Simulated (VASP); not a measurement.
Runs of VASP 6.6.1 on Ta. The structure is that of space group Im-3m (No. 229), or close to it. The cells are those of the table. 

```tsv
task	cell	k mesh	cutoff (eV)	smearing	gap on the mesh (eV)	pressure (GPa)
single point	a = 2.696 Å, angles 109.5°, 1 atom	8 × 8 × 8	520	gaussian 0.1 eV	none	51.5
single point	a = 2.780 Å, angles 109.5°, 1 atom	18 × 18 × 18	520	fermi-dirac 0.1 eV	none	21.8
relaxation of cell and atoms	relaxed to 20.8 GPa from a = 2.773 Å, angles 109.5°, 1 atom	8 × 8 × 8	600	gaussian 0.1 eV	none	20.8
relaxation of cell and atoms	relaxed to 20.8 GPa from a = 2.773 Å, angles 109.5°, 1 atom	18 × 18 × 18	600	fermi-dirac 0.1 eV	none	20.8
relaxation of cell and atoms	relaxed to 20.8 GPa from a = 2.860 Å, angles 109.5°, 1 atom	8 × 8 × 8	600	gaussian 0.1 eV	none	20.8
single point	a = 2.697 Å, angles 109.5°, 1 atom	18 × 18 × 18	520	fermi-dirac 0.1 eV	none	(a)
```

Alike in all rows: level r2SCAN; potentials or basis VASP PAW PBE potentials, release 64 (Ta_pv); no spin polarisation.

Task: Estimate the missing entries.

Result: (a) 51.6.

Caveats: the PAW data sets were made with another functional, which shifts forces and pressure a little; spin-orbit coupling is left out, which moves the levels of the heavy elements; the cell stands under pressure (at least some runs); the cell is relaxed towards a set pressure, so the run minimises the enthalpy, not the energy (at least some runs).

A k mesh can miss the band edges, and the runs leave out spin-orbit coupling on Ta.

A gap of «none» marks levels without a gap at the run's occupations.
